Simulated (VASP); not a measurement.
# Na (Im-3m) in VASP: a series of runs, part 2 of 2

VASP 6.6.1. The steps go on from the part before.

### 3 Single point, PBE

INCAR reads:

```
  ALGO = Normal
  EDIFF = 1E-6
  ENCUT = 500
  GGA = PE
  GGA_COMPAT = F
  ISIF = 2
  ISMEAR = 1
  LASPH = T
  LCHARG = T
  LELF = T
  LREAL = F
  LVHAR = T
  LWAVE = F
  NBANDS = 10
  NELECT = 9.0
  NELM = 120
  PREC = Accurate
  SIGMA = 0.0068
```

KPOINTS reads:

```
Automatic mesh
0
Gamma
  6 6 6
  0.25 0.25 0.25
```

POSCAR reads:

```
Na
1.0
   -2.1040267987      2.1040267987      2.1040267987
    2.1040267987     -2.1040267987      2.1040267987
    2.1040267987      2.1040267987     -2.1040267987
Na
1
Direct
    0.0000000000      0.0000000000      0.0000000000
```

Potentials or basis: VASP PAW PBE potentials, release 64 (Na_pv).

The run is started by

```console
$ cat potpaw_PBE.64/Na_pv/POTCAR > POTCAR
$ mpirun -np 1 vasp_std > vasp.out
```

Run time: 5.5 s. Hardware: 1 thread of Intel Xeon Platinum 8488C (Sapphire Rapids), shared host; peak memory 0.14 GiB.

Results (log left out):

```
Free energy : 0.7940 eV
```

Levels at points of the mesh, in eV from the Fermi level:
```tsv
k point	band 2	band 3	band 4	band 5	band 6	band 7
(0.04, 0.04, 0.04)	-27.19	-27.19	-6.39	6.77	6.77	7.46
```

Caveat: the cell carries a net charge on a neutralising background, which shifts energy and pressure; the cell is charged against a uniform background, so pressure and absolute levels hang on convention.

### 4 Single point, PBE

INCAR reads:

```
PREC = Accurate ; ENCUT = 500
EDIFF = 1E-6 ; ISMEAR = -1
SIGMA = 0.2585199978643553 ; LREAL = F
LASPH = T ; NELM = 120
ALGO = Normal ; ISIF = 2
LWAVE = F ; LCHARG = T
GGA = PE ; LELF = T
LVHAR = T ; NBANDS = 10
NELECT = 9.0 ; ISYM = 0
GGA_COMPAT = F
```

KPOINTS reads:

```
regular mesh
0
Gamma
  5 6 1
```

POSCAR is that of step 3.

The run is started by

```console
$ cat potpaw_PBE.64/Na_pv/POTCAR > POTCAR
$ mpirun -np 1 vasp_std > vasp.out
```

Run time: 5.3 s. Hardware: 1 thread of Intel Xeon Platinum 8488C (Sapphire Rapids), shared host; peak memory 0.14 GiB.

The run converged, but its numbers aren't listed here, since they failed a check.

Caveat: the k points lie up to 2.11 Å⁻¹ apart; the cell carries a net charge on a neutralising background, which shifts energy and pressure; the cell is charged against a uniform background, so pressure and absolute levels hang on convention.

### 5 Single point, PBE

INCAR reads:

```
ALGO = Normal ; EDIFF = 1E-6
ENCUT = 500 ; GGA = PE
GGA_COMPAT = F ; ISIF = 2
ISMEAR = 1 ; LASPH = T
LCHARG = F ; LREAL = F
LWAVE = F ; NBANDS = 10
NELM = 120 ; PREC = Accurate
SIGMA = 0.095
```

KPOINTS reads:

```
k-points
0
Gamma
  8 8 8
```

POSCAR is that of step 4.

Potentials or basis: VASP PAW PBE potentials, release 64 (Na_pv).

The run is started by

```console
$ cat potpaw_PBE.64/Na_pv/POTCAR > POTCAR
$ mpirun -np 1 vasp_std > vasp.out
```

OUTCAR:

```text
EDIFF = 1E-6
   ENCUT = 500
   GGA = PE
   ISIF = 2
   ISMEAR = 1
   LASPH = T
   LREAL = F
   NELM = 120
   PREC = Accurate

 ion  position               nearest neighbor table
   1  0.000  0.000  0.000-

  LATTYP: Found a body centered cubic cell.
 ALAT       =     4.2080535974

  Lattice vectors:

 A1 = (  -2.1040267987,   2.1040267987,   2.1040267987)
 A2 = (   2.1040267987,  -2.1040267987,   2.1040267987)
 A3 = (   2.1040267987,   2.1040267987,  -2.1040267987)

Analysis of symmetry for initial positions (statically):
=====================================================================
 Subroutine PRICEL returns:
 Original cell was already a primitive cell.

 Routine SETGRP: Setting up the symmetry group for a
 body centered cubic supercell.

 Subroutine GETGRP returns: Found 48 space group operations
[... 9 lines left out ...]

 Routine SETGRP: Setting up the symmetry group for a
 body centered cubic supercell.

 Subroutine GETGRP returns: Found 48 space group operations
[... 11 lines left out ...]
                                     Primitive cell

  volume of cell :      37.2575

  direct lattice vectors                    reciprocal lattice vectors
    -2.104026799  2.104026799  2.104026799     0.000000000  0.237639559  0.237639559
[... 133 lines left out ...]

 val. band max:        0.2413628252   @ k =   0.2500   0.2500   0.0000
 cond. band min:       0.4944004615   @ k =   0.3750   0.1250   0.0000
 fundamental gap:      0.2530376363
 Fermi energy:         0.4426215843

 k-point     1 :       0.0000    0.0000    0.0000
  band No.  band energies     occupation
      1     -24.5911      2.00000
      2     -24.5911      2.00000
      3     -24.5911      2.00000
      4      -2.9532      2.00000
      5      12.0140      0.00000
      6      12.0140      0.00000
      7      12.0140      0.00000
      8      13.0122      0.00000
      9      13.0122      0.00000
     10      13.5664      0.00000
[... 287 lines left out ...]
 k-point    24 :      -0.3750    0.3750    0.2500
  band No.  band energies     occupation
      1     -24.6171      2.00000
      2     -24.6078      2.00000
      3     -24.6042      2.00000
      4       0.5009      0.14794
      5       4.5378      0.00000
      6       6.3457      0.00000
      7       6.9819      0.00000
      8       9.0503      0.00000
      9      12.8443      0.00000
     10      13.9856      0.00000

 [... further k-points ...]
[... 5 lines left out ...]
  --------------------------------------------------------------------------------------
  -------------------------------------------------------------------------------------
  Total       -0.0173806     -0.0173806     -0.0173806      0.0000000      0.0000000     -0.0000000
  in kB       -0.7474164     -0.7474164     -0.7474164      0.0000000      0.0000000     -0.0000000
  external PRESSURE =      -0.7474164 kB  Pullay stress =       0.0000000 kB

 VOLUME and BASIS-vectors are now :
 -----------------------------------------------------------------------------
  energy-cutoff  :      500.00
  volume of cell :       37.26
      direct lattice vectors                 reciprocal lattice vectors
    -2.104026799  2.104026799  2.104026799     0.000000000  0.237639559  0.237639559
     2.104026799 -2.104026799  2.104026799     0.237639559  0.000000000  0.237639559
     2.104026799  2.104026799 -2.104026799     0.237639559  0.237639559  0.000000000

 POSITION                                       TOTAL-FORCE (eV/Angst)
 -----------------------------------------------------------------------------------
      0.00000      0.00000      0.00000         0.000000     -0.000000      0.000000
 -----------------------------------------------------------------------------------
    total drift:                               -0.000000     -0.000000     -0.000000

  FREE ENERGIE OF THE ION-ELECTRON SYSTEM (eV)
  ---------------------------------------------------
  free  energy   TOTEN  =        -1.3005165014 eV

  energy  without entropy=       -1.2996586450  energy(sigma->0) =       -1.30023055
```

stdout:

```text
POSCAR found type information on POSCAR Na
 POSCAR found :  1 types and       1 ions
 scaLAPACK will be used
 LDA part: xc-table for (Slater+PW92), standard interpolation
 POSCAR, INCAR and KPOINTS ok, starting setup
 FFT: planning ... GRIDC
 FFT: planning ... GRID_SOFT
 FFT: planning ... GRID
 WAVECAR not read
 entering main loop
```

Run time: 5.3 s. Hardware: 1 thread of Intel Xeon Platinum 8488C (Sapphire Rapids), shared host; peak memory 0.15 GiB.

What came out:

| Item | Value |
| --- | --- |
| Free energy | -1.3005 eV |
| Pressure | -0.1 GPa |

### 6 Single point, PBE

INCAR reads:

```
PREC = Accurate
ENCUT = 500
EDIFF = 1E-6
ISMEAR = 0
SIGMA = 0.1
LREAL = F
LASPH = T
NELM = 120
ALGO = Normal
ISIF = 2
LWAVE = F
LCHARG = F
GGA = PE
NBANDS = 10
GGA_COMPAT = F
```

KPOINTS reads:

```
Automatic mesh
0
Gamma
  8 8 8
```

POSCAR is that of step 5.

Potentials or basis: VASP PAW PBE potentials, release 64 (Na_pv).

The run is started by

```console
$ cat potpaw_PBE.64/Na_pv/POTCAR > POTCAR
$ mpirun -np 1 vasp_std > vasp.out
```

Wall time 5.2 s (1 thread of Intel Xeon Platinum 8488C (Sapphire Rapids), shared host); peak memory 0.15 GiB.

Results (log left out):

```yaml
Free_energy: -1.3030 eV
Pressure: -0.1 GPa
```

Levels at points of the mesh, in eV from the Fermi level:
| k point | band 1 | band 2 | band 3 | band 4 | band 5 | band 6 |
| --- | --- | --- | --- | --- | --- | --- |
| (0.00, 0.00, 0.00) | -25.00 | -25.00 | -25.00 | -3.36 | 11.61 | 11.61 |
| (0.50, 0.00, 0.00) | -25.03 | -25.01 | -25.00 | 0.66 | 1.12 | 8.09 |
| (0.50, 0.50, 0.50) | -25.02 | -25.02 | -25.02 | 4.42 | 4.42 | 4.79 |

### 7 Summary

```csv
level,potentials or basis,spin,k mesh,cutoff (eV),smearing,gap on the mesh (eV),pressure (GPa)
LDA,"VASP PAW LDA potentials, release 64 (Na_pv)","collinear, zero start",5 × 6 × 6,520,gaussian 0.1 eV,none,-0.8
PBE,"VASP PAW PBE potentials, release 64 (Na_pv)",off,8 × 8 × 8,500,methfessel-paxton 0.095 eV,none,-0.1
PBE,"VASP PAW PBE potentials, release 64 (Na_pv)",off,8 × 8 × 8,500,gaussian 0.1 eV,none,-0.1
```

Alike in all rows: task single point; cell as given.

Caveats: some runs use coarse meshes.

Absolute energies hang on the potentials; compare differences alone.
